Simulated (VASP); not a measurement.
KI:

```xyz
2
Lattice="0.0000 3.4025 3.4025 3.4025 0.0000 3.4025 3.4025 3.4025 0.0000" Properties=species:S:1:pos:R:3 pbc="T T T"
K     0.0000    0.0000    0.0000
I     3.4025    3.4025    3.4025
```

This cell differs from its parent crystal: strain -4.0%.

Base run:

| Property | Result |
| --- | --- |
| Program | VASP 6.6.1 |
| Functional | r2SCAN |
| Potentials or basis | VASP PAW PBE potentials, release 64 (K_sv, I) |
| Cutoff | 520 eV |
| k mesh | 6 × 6 × 6 |
| Occupations | gaussian, width 0.01 eV |
| Spin | no spin polarisation |

Its results: band gap on the k mesh 4.92 eV, direct; pressure 2.1 GPa.

Problem. The run is repeated on the same cell with these changes: functional from r2SCAN to PBE; k mesh from 6 × 6 × 6 to 4 × 4 × 4. What comes out?

Solution. Band gap on the k mesh 4.25 eV, direct; pressure 2.6 GPa.

Several settings changed at once, so the effect can't be laid on one alone.

Caveats: spin-orbit coupling is left out, which moves the levels of the heavy elements; the PAW data sets were made with another functional, which shifts forces and pressure a little (some runs).

A k mesh can miss the band edges.
